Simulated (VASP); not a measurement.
# AlN (Fm-3m) in VASP: further runs

AlN is run at these levels: PBEsol; tasks: single point.

All numbers are computed with VASP 6.6.1; they aren't measurements. Logs are shortened: lines on timing, memory, paths and dates and some standing lists are left out, and cuts for length are marked.

**1. The cell of the first run**

Symmetry: Fm-3m, No. 225, cubic system. Conventional cell: a = 3.817 Å, b = 3.817 Å, c = 3.817 Å, α = 90.00°, β = 90.00°, γ = 90.00°. Within 2.5 Å of Al (site symmetry m-3m) lie 6 N at 1.91 Å. Within 2.5 Å of N (site symmetry m-3m) lie 6 Al at 1.91 Å.

**2. Single point, PBEsol (volume scaled by 0.840)**

INCAR reads:

```
SYSTEM = AlN
PREC = Accurate ; ENCUT = 520
EDIFF = 1E-7 ; ISMEAR = 0
SIGMA = 0.05 ; LREAL = .False.
LASPH = .True. ; NELM = 80
ALGO = Normal ; ISIF = 2
LWAVE = .False. ; LCHARG = .True.
GGA = PS ; LELF = .True.
LVHAR = .True. ; NBANDS = 11
```

KPOINTS reads:

```
Automatic mesh
0
Gamma
  10 10 10
  0 0 0
```

POSCAR reads:

```
AlN
1.0
    0.0000000000      1.9083842089      1.9083842089
    1.9083842089      0.0000000000      1.9083842089
    1.9083842089      1.9083842089      0.0000000000
Al N
1 1
Direct
    0.5000000000      0.5000000000      0.5000000000
    0.0000000000      0.0000000000      0.0000000000
```

Potentials or basis: VASP PAW PBE potentials, release 64 (Al, N).

Run with:

```console
cat potpaw_PBE.64/Al/POTCAR potpaw_PBE.64/N/POTCAR > POTCAR
mpirun -np 1 vasp_std > vasp.out
```

OUTCAR:

```text
SYSTEM = AlN
   PREC = Accurate
   ENCUT = 520
   EDIFF = 1E-7
   ISMEAR = 0
   LREAL = .False.
   LASPH = .True.
   NELM = 80
   ISIF = 2
   GGA = PS

 ion  position               nearest neighbor table
   1  0.500  0.500  0.500-   2 1.91   2 1.91   2 1.91   2 1.91   2 1.91   2 1.91
   2  0.000  0.000  0.000-   1 1.91   1 1.91   1 1.91   1 1.91   1 1.91   1 1.91

  LATTYP: Found a face centered cubic cell.
 ALAT       =     3.8167684178

  Lattice vectors:

 A1 = (   0.0000000000,   1.9083842089,   1.9083842089)
 A2 = (   1.9083842089,   0.0000000000,   1.9083842089)
 A3 = (   1.9083842089,   1.9083842089,   0.0000000000)

Analysis of symmetry for initial positions (statically):
=====================================================================
 Subroutine PRICEL returns:
 Original cell was already a primitive cell.

 Routine SETGRP: Setting up the symmetry group for a
 face centered cubic supercell.

 Subroutine GETGRP returns: Found 48 space group operations
 (whereof 48 operations were pure point group operations)
 out of a pool of 48 trial point group operations.

The static configuration has the point symmetry O_h .

Analysis of symmetry for dynamics (positions and initial velocities):
=====================================================================
 Subroutine PRICEL returns:
 Original cell was already a primitive cell.

 Routine SETGRP: Setting up the symmetry group for a
 face centered cubic supercell.

 Subroutine GETGRP returns: Found 48 space group operations
 (whereof 48 operations were pure point group operations)
 out of a pool of 48 trial point group operations.

The dynamic configuration has the point symmetry O_h .

 Subroutine INISYM returns: Found 48 space group operations
 (whereof 48 operations are pure point group operations),
 and found     1 'primitive' translations

----------------------------------------------------------------------------------------

                                     Primitive cell

  volume of cell :      13.9004

  direct lattice vectors                    reciprocal lattice vectors
     0.000000000  1.908384209  1.908384209    -0.262001749  0.262001749  0.262001749
     1.908384209  0.000000000  1.908384209     0.262001749 -0.262001749  0.262001749
     1.908384209  1.908384209  0.000000000     0.262001749  0.262001749 -0.262001749

  length of vectors
     2.698862830  2.698862830  2.698862830     0.453800340  0.453800340  0.453800340

  position of ions in fractional coordinates (direct lattice)
     0.500000000  0.500000000  0.500000000
     0.000000000  0.000000000  0.000000000

  ion indices of the primitive-cell ions
   primitive index   ion index
                 1           1
                 2           2

----------------------------------------------------------------------------------------

 KPOINTS: Automatic mesh

Automatic generation of k-mesh.
 Grid dimensions read from file:
 generate k-points for:   10   10   10

 Generating k-lattice:

  Cartesian coordinates                     Fractional coordinates (reciprocal lattice)
    -0.026200175  0.026200175  0.026200175     0.100000000  0.000000000  0.000000000
     0.026200175 -0.026200175  0.026200175     0.000000000  0.100000000  0.000000000
     0.026200175  0.026200175 -0.026200175     0.000000000  0.000000000  0.100000000

  Length of vectors
     0.045380034  0.045380034  0.045380034

  Shift w.r.t. Gamma in fractional coordinates (k-lattice)
     0.000000000  0.000000000  0.000000000

 Subroutine IBZKPT returns following result:
 ===========================================

 Found     47 irreducible k-points:

 Following reciprocal coordinates:
            Coordinates               Weight
  0.000000  0.000000  0.000000      1.000000
  0.100000  0.000000  0.000000      8.000000
  0.200000  0.000000  0.000000      8.000000
  0.300000  0.000000  0.000000      8.000000
  0.400000  0.000000  0.000000      8.000000
  0.500000  0.000000  0.000000      4.000000
[... 16 lines left out ...]
  0.300000  0.300000  0.000000      6.000000
  0.400000  0.300000  0.000000     24.000000
 [... further k-points ...]
   k-points           NKPTS =     47   k-points in BZ     NKDIM =     47   number of bands    NBANDS=     11
   number of dos      NEDOS =    301   number of ions     NIONS =      2
   total plane-waves  NPLWV =   8000
   dimension x,y,z NGX =    20 NGY =   20 NGZ =   20
   dimension x,y,z NGXF=    40 NGYF=   40 NGZF=   40
   ions per type =               1   1
   NGX,Y,Z   is equivalent  to a cutoff of  12.32, 12.32, 12.32 a.u.
   NGXF,Y,Z  is equivalent  to a cutoff of  24.64, 24.64, 24.64 a.u.
 SYSTEM =  AlN
   PREC   = accura    normal or accurate (medium, high low for compatibility)
   ISTART =      0    job   : 0-new  1-cont  2-samecut
   ICHARG =      2    charge: 1-file 2-atom 10-const
   ISPIN  =      1    spin polarized calculation?
   LNONCOLLINEAR =      F non collinear calculations
   LSORBIT =      F    spin-orbit coupling
   LASPH  =      T    aspherical Exc in radial PAW
   ENCUT  =  520.0 eV  38.22 Ry    6.18 a.u.   5.02  5.02  5.02*2*pi/ulx,y,z
   NELM   =     80;   NELMIN=  2; NELMDL= -5     # of ELM steps
   EDIFF  = 0.1E-06   stopping-criterion for ELM
   LREAL  =      F    real-space projection
   EDIFFG = 0.1E-05   stopping-criterion for IOM
   NSW    =      0    number of steps for IOM
   IBRION =     -1    ionic relax: 0-MD 1-quasi-New 2-CG
   NFREE  =      0    steps in history (QN), initial steepest desc. (CG)
   ISIF   =      2    stress and relaxation
   ISYM   =      2    0-nonsym 1-usesym 2-fastsym
   POTIM  = 0.5000    time-step for ionic-motion
   TEBEG  =    0.0;   TEEND  =   0.0 temperature during run
   PSTRESS=    0.0 pullay stress
   NELECT =       8.0000    total number of electrons
   NUPDOWN=      -1.0000    fix difference up-down
   EMIN   =  10.00;   EMAX   =-10.00  energy-range for DOS
   EFERMI =   0.00;   METHOD = LEGACY
   ISMEAR =     0;   SIGMA  =   0.05  broadening in eV -4-tet -1-fermi 0-gaus
   EFERMI_NEDOS =   21; number of points for ismear=-14 and -15
   IALGO  =     38    algorithm
   IMIX   =      4    mixing-type and parameters
     AMIX     =   0.40;   BMIX     =  1.00
     AMIX_MAG =   1.60;   BMIX_MAG =  1.00
  volume/ion in A,a.u.               =       6.95        46.90
  Fermi-wavevector in a.u.,A,eV,Ry     =   1.361745  2.573324 25.229943  1.854349
  Thomas-Fermi vector in A             =   2.488294
   LORBIT       =      0    0 simple, 1 ext, 2 COOP (PROOUT), +10 PAW based schemes
   GGA     = PS    functional components
   LHFCALC =     F    Hartree Fock is set to
   AEXX    =    0.0000 exact exchange contribution
   IVDW    =     0    specifies the selected vdW correction
   LEPSILON=     F    determine dielectric tensor
   LRPA    =     F    only Hartree local field effects (RPA)
 non-spin polarized calculation
 Gauss-broadening in eV      SIGMA  =   0.05
  energy-cutoff  :      520.00
  volume of cell :       13.90
 maximum number of plane-waves:       388
   NGX =  9   NGY =  9   NGZ =  9

 number of electron       7.9999998 magnetization

 Free energy of the ion-electron system (eV)
  ---------------------------------------------------
  ext. energy  EPLUGINS =         0.00000000
  ---------------------------------------------------
  free energy    TOTEN  =       -14.98442734 eV

  energy without entropy =      -14.98442734  energy(sigma->0) =      -14.98442734

 E-fermi :  12.6387     XC(G=0): -13.2920

 val. band max:       12.3060119821   @ k =   0.0000   0.0000   0.0000
 cond. band min:      17.0710374999   @ k =   0.5000   0.5000   0.0000
 fundamental gap:      4.7650255178
 Fermi energy:        12.6387457494

 k-point     1 :       0.0000    0.0000    0.0000
  band No.  band energies     occupation
      1      -6.9306      2.00000
      2      12.3060      2.00000
      3      12.3060      2.00000
      4      12.3060      2.00000
      5      20.6910      0.00000
      6      24.8547      0.00000
      7      24.8547      0.00000
      8      24.8547      0.00000
      9      30.4315      0.00000
     10      31.2840      0.00000
     11      31.2840      0.00000

 k-point     2 :       0.1000    0.0000    0.0000
  band No.  band energies     occupation
      1      -6.6893      2.00000
      2      11.2470      2.00000
      3      12.1370      2.00000
      4      12.1370      2.00000
      5      21.1740      0.00000
      6      23.9896      0.00000
      7      25.2486      0.00000
      8      25.2486      0.00000
      9      30.1388      0.00000
     10      30.1388      0.00000
     11      32.2978      0.00000

 k-point     3 :       0.2000    0.0000    0.0000
  band No.  band energies     occupation
      1      -5.9822      2.00000
      2       8.8643      2.00000
      3      11.7316      2.00000
      4      11.7316      2.00000
      5      21.0107      0.00000
      6      24.2998      0.00000
      7      25.8272      0.00000
      8      25.8272      0.00000
      9      29.4190      0.00000
     10      29.4190      0.00000
     11      32.5498      0.00000

 k-point     4 :       0.3000    0.0000    0.0000
  band No.  band energies     occupation
      1      -4.8804      2.00000
      2       6.1699      2.00000
      3      11.2882      2.00000
      4      11.2882      2.00000
      5      20.1843      0.00000
      6      25.4599      0.00000
      7      25.4599      0.00000
      8      25.9610      0.00000
      9      30.8446      0.00000
     10      30.8446      0.00000
     11      31.5733      0.00000
[... 239 lines left out ...]
 k-point    22 :      -0.2000    0.2000    0.0000
  band No.  band energies     occupation
      1      -4.5248      2.00000
      2       6.8824      2.00000
      3       8.7214      2.00000
      4      11.3341      2.00000
      5      22.6891      0.00000
      6      22.9424      0.00000
      7      25.2822      0.00000
      8      26.6409      0.00000
      9      28.0850      0.00000
     10      33.1710      0.00000
     11      35.7135      0.00000

 k-point    23 :       0.3000    0.3000    0.0000
  band No.  band energies     occupation
      1      -4.2372      2.00000
      2       6.9415      2.00000
      3       9.8917      2.00000
      4       9.8917      2.00000
      5      18.6489      0.00000
      6      21.1006      0.00000
      7      26.1756      0.00000
      8      29.9771      0.00000
      9      29.9771      0.00000
     10      34.4073      0.00000
     11      39.1043      0.00000

 k-point    24 :       0.4000    0.3000    0.0000
  band No.  band energies     occupation
      1      -3.2934      2.00000
      2       5.6779      2.00000
      3       8.9637      2.00000
      4       9.5867      2.00000
      5      18.6264      0.00000
      6      20.6226      0.00000
      7      26.5527      0.00000
      8      30.0555      0.00000
      9      31.0670      0.00000
     10      36.0247      0.00000
     11      39.6940      0.00000

 [... further k-points ...]

------------------------ aborting loop because EDIFF is reached ----------------------------------------

  FORCE on cell =-STRESS in cart. coord.  units (eV):
  Direction    XX          YY          ZZ          XY          YZ          ZX
  --------------------------------------------------------------------------------------
  -------------------------------------------------------------------------------------
  Total        5.6124265      5.6124265      5.6124265     -0.0000000      0.0000000      0.0000000
  in kB      646.8950230    646.8950230    646.8950230     -0.0000000      0.0000000      0.0000000
  external PRESSURE =     646.8950230 kB  Pullay stress =       0.0000000 kB

 VOLUME and BASIS-vectors are now :
 -----------------------------------------------------------------------------
  energy-cutoff  :      520.00
  volume of cell :       13.90
      direct lattice vectors                 reciprocal lattice vectors
     0.000000000  1.908384209  1.908384209    -0.262001749  0.262001749  0.262001749
     1.908384209  0.000000000  1.908384209     0.262001749 -0.262001749  0.262001749
     1.908384209  1.908384209  0.000000000     0.262001749  0.262001749 -0.262001749

 POSITION                                       TOTAL-FORCE (eV/Angst)
 -----------------------------------------------------------------------------------
      1.90838      1.90838      1.90838         0.000000     -0.000000     -0.000000
      0.00000      0.00000      0.00000        -0.000000      0.000000      0.000000
 -----------------------------------------------------------------------------------
    total drift:                               -0.000000     -0.000000     -0.000000

  FREE ENERGIE OF THE ION-ELECTRON SYSTEM (eV)
  ---------------------------------------------------
  free  energy   TOTEN  =       -14.9844273357 eV

  energy  without entropy=      -14.9844273357  energy(sigma->0) =      -14.98442734
```

Wall time 6.2 s (1 thread of AMD EPYC 7R43 (Zen 3), shared host); peak memory 0.09 GiB.

What came out:

```
Free energy            : -14.9844 eV
Pressure               : 64.7 GPa
Band gap on the k mesh : 4.76 eV, indirect (least direct gap 8.06 eV)
```

Caveat: the PAW data sets were made with another functional, which shifts forces and pressure a little. A k mesh can miss the band edges.

**3. Single point, PBEsol (volume scaled by 0.800)**

INCAR reads:

```
PREC = Accurate
ENCUT = 520
EDIFF = 1E-7
ISMEAR = 0
SIGMA = 0.05
LREAL = F
LASPH = T
NELM = 60
ALGO = Normal
ISIF = 2
LWAVE = F
LCHARG = F
GGA = PS
NBANDS = 11
```

KPOINTS reads:

```
regular mesh
0
Gamma
  10 10 10
```

POSCAR reads:

```
AlN
1.0
    0.0000000000      1.8775984350      1.8775984350
    1.8775984350      0.0000000000      1.8775984350
    1.8775984350      1.8775984350      0.0000000000
Al N
1 1
Direct
    0.5000000000      0.5000000000      0.5000000000
    0.0000000000      0.0000000000      0.0000000000
```

Potentials or basis: VASP PAW PBE potentials, release 64 (Al, N).

Run with:

```console
cat potpaw_PBE.64/Al/POTCAR potpaw_PBE.64/N/POTCAR > POTCAR
mpirun -np 1 vasp_std > vasp.out
```

It took 5.9 s on 1 thread of AMD EPYC 7R43 (Zen 3), shared host; peak memory 0.09 GiB.

It converged, with:

```yaml
Free_energy: -14.6638 eV
Pressure: 91.1 GPa
Band_gap_on_the_k_mesh: 4.63 eV, indirect (least direct gap 8.07 eV)
```

Levels at points of the mesh, in eV from the valence-band top:
| k point | band 2 | band 3 | band 4 | band 5 | band 6 | band 7 |
| --- | --- | --- | --- | --- | --- | --- |
| (0.00, 0.00, 0.00) | 0.00 | 0.00 | 0.00 | 9.24 | 12.69 | 12.69 |
| (0.50, 0.00, 0.00) | -9.94 | -1.58 | -1.58 | 7.52 | 12.80 | 12.80 |
| (0.50, 0.50, 0.00) | -9.06 | -3.44 | -3.44 | 4.63 | 6.90 | 16.87 |

Caveat: the PAW data sets were made with another functional, which shifts forces and pressure a little.
